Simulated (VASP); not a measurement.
# TlRh4 (Pm-3m) in VASP: further runs, part 2 of 2

VASP 6.6.1.

### Step 4. Relaxation of cell and atoms, PBE

Input file INCAR:

```
SYSTEM = TlRh4
PREC     = Accurate       ! precision mode
ENCUT    = 600            ! plane-wave cutoff, eV
EDIFF    = 1E-6           ! SCF threshold, eV
ISMEAR   = 0              ! smearing method
SIGMA    = 0.1            ! smearing width, eV
LREAL    = .FALSE.        ! projectors in reciprocal space
LASPH    = .TRUE.         ! aspherical terms in the spheres
NELM     = 100            ! most SCF steps
ALGO     = Fast           ! electronic algorithm
ISIF     = 3              ! what is computed and relaxed
LWAVE    = .FALSE.        ! write WAVECAR
LCHARG   = .FALSE.        ! write CHGCAR
GGA      = PE             ! functional
IBRION   = 2              ! ionic algorithm
NSW      = 90             ! ionic steps
EDIFFG   = -0.04          ! ionic threshold
```

Input file KPOINTS:

```
Automatic mesh
0
G
  4 4 4
  0 0 0
```

Input file POSCAR:

```
TlRh4
1.0
    4.4319133600      0.0000000000      0.0000000000
    0.0000000000      4.4319133600      0.0000000000
    0.0000000000      0.0000000000      4.4319133600
Tl Rh
1 4
Direct
    0.0000000000      0.0000000000      0.0000000000
    0.5000000000      0.0000000000      0.0000000000
    0.0000000000      0.5000000000      0.0000000000
    0.0000000000      0.0000000000      0.5000000000
    0.5000000000      0.5000000000      0.5000000000
```

Potentials or basis: VASP PAW PBE potentials, release 64 (Tl_d, Rh_pv).

Launch:

```console
> cat potpaw_PBE.64/Tl_d/POTCAR potpaw_PBE.64/Rh_pv/POTCAR > POTCAR
> mpirun -np 1 vasp_std > vasp.out
```

OUTCAR:

```text
SYSTEM = TlRh4
   PREC = Accurate
   ENCUT = 600
   EDIFF = 1E-6
   ISMEAR = 0
   LREAL = .FALSE.
   LASPH = .TRUE.
   NELM = 100
   ISIF = 3
   GGA = PE
   IBRION = 2
   NSW = 90
   EDIFFG = -0.04

 ion  position               nearest neighbor table
   1  0.000  0.000  0.000-   2 2.22   3 2.22   4 2.22   4 2.22   3 2.22   2 2.22
   2  0.500  0.000  0.000-   1 2.22   1 2.22   4 3.13   5 3.13   4 3.13   5 3.13   3 3.13   5 3.13
                             5 3.13   3 3.13   3 3.13   4 3.13   4 3.13   3 3.13
   3  0.000  0.500  0.000-   1 2.22   1 2.22   4 3.13   5 3.13   4 3.13   5 3.13   2 3.13   2 3.13
                             4 3.13   4 3.13   2 3.13   5 3.13   5 3.13   2 3.13
   4  0.000  0.000  0.500-   1 2.22   1 2.22   3 3.13   5 3.13   2 3.13   2 3.13   3 3.13   3 3.13
                             5 3.13   3 3.13   2 3.13   5 3.13   2 3.13   5 3.13
   5  0.500  0.500  0.500-   2 3.13   3 3.13   4 3.13   2 3.13   3 3.13   2 3.13   4 3.13   2 3.13
                             3 3.13   4 3.13   3 3.13   4 3.13

  LATTYP: Found a simple cubic cell.
 ALAT       =     4.4319133600

  Lattice vectors:

 A1 = (   4.4319133600,   0.0000000000,   0.0000000000)
 A2 = (   0.0000000000,   4.4319133600,   0.0000000000)
 A3 = (   0.0000000000,   0.0000000000,   4.4319133600)

Analysis of symmetry for initial positions (statically):
=====================================================================
 Subroutine PRICEL returns:
 Original cell was already a primitive cell.

 Routine SETGRP: Setting up the symmetry group for a
 simple cubic supercell.

 Subroutine GETGRP returns: Found 48 space group operations
 (whereof 48 operations were pure point group operations)
 out of a pool of 48 trial point group operations.

The static configuration has the point symmetry O_h .

Analysis of symmetry for dynamics (positions and initial velocities):
=====================================================================
 Subroutine PRICEL returns:
 Original cell was already a primitive cell.

 Routine SETGRP: Setting up the symmetry group for a
 simple cubic supercell.

 Subroutine GETGRP returns: Found 48 space group operations
 (whereof 48 operations were pure point group operations)
 out of a pool of 48 trial point group operations.

The dynamic configuration has the point symmetry O_h .

 Subroutine INISYM returns: Found 48 space group operations
 (whereof 48 operations are pure point group operations),
 and found     1 'primitive' translations

----------------------------------------------------------------------------------------

                                     Primitive cell

  volume of cell :      87.0510

  direct lattice vectors                    reciprocal lattice vectors
     4.431913360  0.000000000  0.000000000     0.225636180  0.000000000  0.000000000
     0.000000000  4.431913360  0.000000000     0.000000000  0.225636180  0.000000000
     0.000000000  0.000000000  4.431913360     0.000000000  0.000000000  0.225636180

  length of vectors
     4.431913360  4.431913360  4.431913360     0.225636180  0.225636180  0.225636180

  position of ions in fractional coordinates (direct lattice)
     0.000000000  0.000000000  0.000000000
     0.500000000  0.000000000  0.000000000
     0.000000000  0.500000000  0.000000000
     0.000000000  0.000000000  0.500000000
     0.500000000  0.500000000  0.500000000

  ion indices of the primitive-cell ions
[... 43 lines left out ...]
  0.500000  0.500000  0.250000      6.000000
  0.500000  0.500000  0.500000      1.000000
   k-points           NKPTS =     10   k-points in BZ     NKDIM =     10   number of bands    NBANDS=     43
   number of dos      NEDOS =    301   number of ions     NIONS =      5
   total plane-waves  NPLWV =  46656
   dimension x,y,z NGX =    36 NGY =   36 NGZ =   36
   dimension x,y,z NGXF=    72 NGYF=   72 NGZF=   72
   ions per type =               1   4
   NGX,Y,Z   is equivalent  to a cutoff of  13.50, 13.50, 13.50 a.u.
   NGXF,Y,Z  is equivalent  to a cutoff of  27.01, 27.01, 27.01 a.u.
 SYSTEM =  TlRh4
   PREC   = accura    normal or accurate (medium, high low for compatibility)
   ISTART =      0    job   : 0-new  1-cont  2-samecut
   ICHARG =      2    charge: 1-file 2-atom 10-const
   ISPIN  =      1    spin polarized calculation?
   LNONCOLLINEAR =      F non collinear calculations
   LSORBIT =      F    spin-orbit coupling
   LASPH  =      T    aspherical Exc in radial PAW
   ENCUT  =  600.0 eV  44.10 Ry    6.64 a.u.   8.85  8.85  8.85*2*pi/ulx,y,z
   NELM   =    100;   NELMIN=  2; NELMDL= -5     # of ELM steps
   EDIFF  = 0.1E-05   stopping-criterion for ELM
   LREAL  =      F    real-space projection
   EDIFFG = -.4E-01   stopping-criterion for IOM
   NSW    =     90    number of steps for IOM
   IBRION =      2    ionic relax: 0-MD 1-quasi-New 2-CG
   NFREE  =      1    steps in history (QN), initial steepest desc. (CG)
   ISIF   =      3    stress and relaxation
   ISYM   =      2    0-nonsym 1-usesym 2-fastsym
   POTIM  = 0.5000    time-step for ionic-motion
   TEBEG  =    0.0;   TEEND  =   0.0 temperature during run
   PSTRESS=    0.0 pullay stress
   NELECT =      73.0000    total number of electrons
   NUPDOWN=      -1.0000    fix difference up-down
   EMIN   =  10.00;   EMAX   =-10.00  energy-range for DOS
   EFERMI =   0.00;   METHOD = LEGACY
   ISMEAR =     0;   SIGMA  =   0.10  broadening in eV -4-tet -1-fermi 0-gaus
   EFERMI_NEDOS =   21; number of points for ismear=-14 and -15
   IALGO  =     68    algorithm
   IMIX   =      4    mixing-type and parameters
     AMIX     =   0.40;   BMIX     =  1.00
     AMIX_MAG =   1.60;   BMIX_MAG =  1.00
  volume/ion in A,a.u.               =      17.41       117.49
  Fermi-wavevector in a.u.,A,eV,Ry     =   1.543801  2.917360 32.427039  2.383320
  Thomas-Fermi vector in A             =   2.649412
   LORBIT       =      0    0 simple, 1 ext, 2 COOP (PROOUT), +10 PAW based schemes
   GGA     = PE    functional components
   LHFCALC =     F    Hartree Fock is set to
   AEXX    =    0.0000 exact exchange contribution
   IVDW    =     0    specifies the selected vdW correction
   LEPSILON=     F    determine dielectric tensor
   LRPA    =     F    only Hartree local field effects (RPA)
 conjugate gradient relaxation of ions
 non-spin polarized calculation
 RMM-DIIS sequential band-by-band and
 Gauss-broadening in eV      SIGMA  =   0.10
  energy-cutoff  :      600.00
  volume of cell :       87.05
 maximum number of plane-waves:      2945
 NGX is ok and might be reduce to    36
   NGX = 17   NGY = 17   NGZ = 17

--------------------------------------- Ionic step        1  -------------------------------------------

 number of electron      73.0000005 magnetization

 Free energy of the ion-electron system (eV)
  ---------------------------------------------------
  ext. energy  EPLUGINS =         0.00000000
  ---------------------------------------------------
  free energy    TOTEN  =       -17.43510863 eV

  energy without entropy =      -17.38624208  energy(sigma->0) =      -17.41067535

------------------------ aborting loop because EDIFF is reached ----------------------------------------

  FORCE on cell =-STRESS in cart. coord.  units (eV):
  Direction    XX          YY          ZZ          XY          YZ          ZX
  --------------------------------------------------------------------------------------
  -------------------------------------------------------------------------------------
  Total       27.6833117     27.6833117     27.6833117      0.0000000      0.0000000     -0.0000000
  in kB      509.5124956    509.5124956    509.5124956      0.0000000      0.0000000     -0.0000000
  external PRESSURE =     509.5124956 kB  Pullay stress =       0.0000000 kB
[... 26 lines left out ...]
--------------------------------------- Ionic step        2  -------------------------------------------

 number of electron      73.0000085 magnetization

 E-fermi :   1.6175     XC(G=0):  -8.6389

 val. band max:        1.6056557680   @ k =   0.5000   0.5000   0.2500
 cond. band min:       1.6188390368   @ k =   0.5000   0.2500   0.2500
 fundamental gap:      0.0131832688
 Fermi energy:         1.6175124594

 k-point     1 :       0.0000    0.0000    0.0000
  band No.  band energies     occupation
      1     -43.2257      2.00000
      2     -43.2257      2.00000
      3     -43.2257      2.00000
      4     -43.1114      2.00000
      5     -43.1114      2.00000
      6     -43.1114      2.00000
[... 565 lines left out ...]
--------------------------------------- Ionic step        5  -------------------------------------------

 number of electron      73.0000057 magnetization

 Free energy of the ion-electron system (eV)
  ---------------------------------------------------
  ext. energy  EPLUGINS =         0.00000000
  ---------------------------------------------------
  free energy    TOTEN  =       -20.89505847 eV

  energy without entropy =      -20.80574585  energy(sigma->0) =      -20.85040216

 E-fermi :   5.0504     XC(G=0): -10.7377

 val. band max:        5.0450267610   @ k =   0.2500   0.2500   0.2500
 cond. band min:       5.0656851442   @ k =   0.5000   0.2500   0.2500
 fundamental gap:      0.0206583832
 Fermi energy:         5.0503726860

 k-point     1 :       0.0000    0.0000    0.0000
  band No.  band energies     occupation
      1     -40.4204      2.00000
      2     -40.4204      2.00000
      3     -40.4204      2.00000
      4     -40.1008      2.00000
      5     -40.1008      2.00000
      6     -40.1008      2.00000
[... 481 lines left out ...]
  FREE ENERGIE OF THE ION-ELECTRON SYSTEM (eV)
  ---------------------------------------------------
  free  energy   TOTEN  =       -20.8950584727 eV

  energy  without entropy=      -20.8057458538  energy(sigma->0) =      -20.85040216

 reached required accuracy - stopping structural energy minimisation
```

Run time: 98 s. Hardware: 1 thread of Intel Xeon 6975P-C (Granite Rapids), shared host; peak memory 0.23 GiB.

What came out:

| Quantity | Value |
| --- | --- |
| Free energy | -20.8951 eV |
| Relaxed volume | 23.28 Å³/atom |
| Relaxed cell | a = 4.883 Å, b = 4.883 Å, c = 4.883 Å, α = 90.00°, β = 90.00°, γ = 90.00° |
| Space group after relaxing (to 0.1 Å) | Pm-3m (No. 221) |
| Energy gained by relaxing | 692.0 meV/atom |
| Ionic steps | 5 |
| Pressure after relaxing | 0.1 GPa |
| Band gap on the k mesh | zero (an odd number of electrons rules out a gap without spin polarisation) |

The path:
| step | energy change (eV) | largest force (eV/Å) | pressure (GPa) | volume (Å³) |
| --- | --- | --- | --- | --- |
| 1 | 0.0000 | 0.0000 | 50.95 | 87.05 |
| 2 | -0.0990 | 0.0000 | -11.50 | 177.10 |
| 3 | -3.4381 | 0.0000 | -2.10 | 119.68 |
| 4 | -3.4562 | 0.0000 | -0.90 | 117.75 |
| 5 | -3.4599 | 0.0000 | 0.05 | 116.40 |

Final structure:
```cif
data_structure
_symmetry_space_group_name_H-M 'P 1'
_symmetry_Int_Tables_number 1
_cell_length_a 4.8826
_cell_length_b 4.8826
_cell_length_c 4.8826
_cell_angle_alpha 90.000
_cell_angle_beta 90.000
_cell_angle_gamma 90.000
_cell_volume 116.40
loop_
_atom_site_label
_atom_site_type_symbol
_atom_site_fract_x
_atom_site_fract_y
_atom_site_fract_z
_atom_site_occupancy
Tl1 Tl 0.00000 0.00000 0.00000 1
Rh1 Rh 0.50000 0.00000 0.00000 1
Rh2 Rh 0.00000 0.50000 0.00000 1
Rh3 Rh 0.00000 0.00000 0.50000 1
Rh4 Rh 0.50000 0.50000 0.50000 1
```

Levels at points of the mesh, in eV from the Fermi level:
```
           k point  band 33  band 34  band 35  band 36  band 37  band 38  band 39  band 40
(0.00, 0.00, 0.00)     0.15     0.28     0.29     0.29     0.80     0.80     0.80     4.32
(0.50, 0.00, 0.00)    -0.55    -0.38    -0.35    -0.14    -0.08     0.13     0.28     3.12
(0.50, 0.50, 0.00)    -0.55    -0.48    -0.38    -0.38    -0.33     0.67     0.72     0.72
(0.50, 0.50, 0.50)    -0.27    -0.06    -0.06    -0.06     0.16     0.16     1.64     1.64
```

Caveat: the volume moved by over 15 % at a fixed basis, so the end points are rough; spin-orbit coupling is left out, which moves the levels of the heavy elements.

### Step 5. Single point, PBE, collinear spin, ferromagnetic start

This run uses another cell than the first one, of 23.22 Å³/atom.

Input file INCAR:

```
SYSTEM = TlRh4
PREC = Accurate
ENCUT = 520
EDIFF = 1E-6
ISMEAR = 0
SIGMA = 0.1
LREAL = .FALSE.
LASPH = .TRUE.
NELM = 150
ALGO = Fast
ISIF = 2
LWAVE = .FALSE.
LCHARG = .FALSE.
ISPIN = 2
MAGMOM = 0 1 1 1 1
LORBIT = 11
LMAXMIX = 4
GGA = PE
NBANDS = 48
```

Input file KPOINTS:

```
regular mesh
0
G
  4 4 4
  0 0 0
```

POSCAR, as its differences from that of step 4:

```diff
@@ -2,5 +2,5 @@
 1.0
-    4.4319133600      0.0000000000      0.0000000000
-    0.0000000000      4.4319133600      0.0000000000
-    0.0000000000      0.0000000000      4.4319133600
+    4.8781842998      0.0000000000      0.0000000000
+    0.0000000000      4.8781842998      0.0000000000
+    0.0000000000      0.0000000000      4.8781842998
 Tl Rh
```

Launch:

```console
> cat potpaw_PBE.64/Tl_d/POTCAR potpaw_PBE.64/Rh_pv/POTCAR > POTCAR
> mpirun -np 1 vasp_std > vasp.out
```

Wall time 54 s (1 thread of Intel Xeon 6975P-C (Granite Rapids), shared host); peak memory 0.28 GiB.

The run converged. Its results:

```
Free energy                                           : -21.2238 eV
Pressure                                              : 1.4 GPa
Net moment                                            : 3.95 μB per cell
Site moments                                          : Tl -0.03; Rh +0.82, +1.56 (each value once) μB
Valence electrons inside the program's atomic spheres : Tl 11.81; Rh 13.65, 13.27 (each value once)
```

Levels at points of the mesh, in eV from the Fermi level:
Spin up:
| k point | band 36 | band 37 | band 38 | band 39 | band 40 | band 41 |
| --- | --- | --- | --- | --- | --- | --- |
| (0.00, 0.00, 0.00) | -0.39 | -0.15 | -0.15 | 0.67 | 0.67 | 0.67 |
| (0.50, 0.00, 0.00) | -0.79 | -0.51 | -0.40 | -0.26 | 2.92 | 2.92 |
| (0.50, 0.50, 0.00) | -0.97 | -0.80 | 0.12 | 0.36 | 0.36 | 0.89 |
| (0.50, 0.50, 0.50) | -0.54 | -0.46 | -0.46 | 1.45 | 1.45 | 1.45 |
Spin down:
```tsv
k point	band 32	band 33	band 34	band 35	band 36	band 37
(0.00, 0.00, 0.00)	0.04	0.38	0.49	0.49	0.54	0.54
(0.50, 0.00, 0.00)	-0.35	-0.35	-0.16	-0.16	-0.03	0.17
(0.50, 0.50, 0.00)	-0.76	-0.35	-0.24	-0.17	-0.17	-0.13
(0.50, 0.50, 0.50)	-0.06	-0.06	0.13	0.13	0.13	0.40
```

Caveat: spin-orbit coupling is left out, which moves the levels of the heavy elements.

### Step 6. Overview

```csv
task,spin,cell,cutoff (eV),gap on the mesh (eV),pressure (GPa)
single point,off,"a = 4.432 Å, 5 atoms",520,none,51.0
single point,off,"a = 4.878 Å, 5 atoms",520,none,0.2
relaxation of cell and atoms,off,"relaxed from a = 4.432 Å, 5 atoms",600,none,0.1
single point,"collinear, ferromagnetic start","a = 4.878 Å, 5 atoms",520,none,1.4
```

Alike in all rows: level PBE; potentials or basis VASP PAW PBE potentials, release 64 (Tl_d, Rh_pv); k mesh 4 × 4 × 4; smearing gaussian 0.1 eV.

Caveats: spin-orbit coupling is left out, which moves the levels of the heavy elements; the cell stands under pressure (at least some runs); the volume moved by over 15 % at a fixed basis, so the end points are rough (at least some runs).

Total energies depend on the potentials used, so only differences within one code and one set of settings carry meaning.
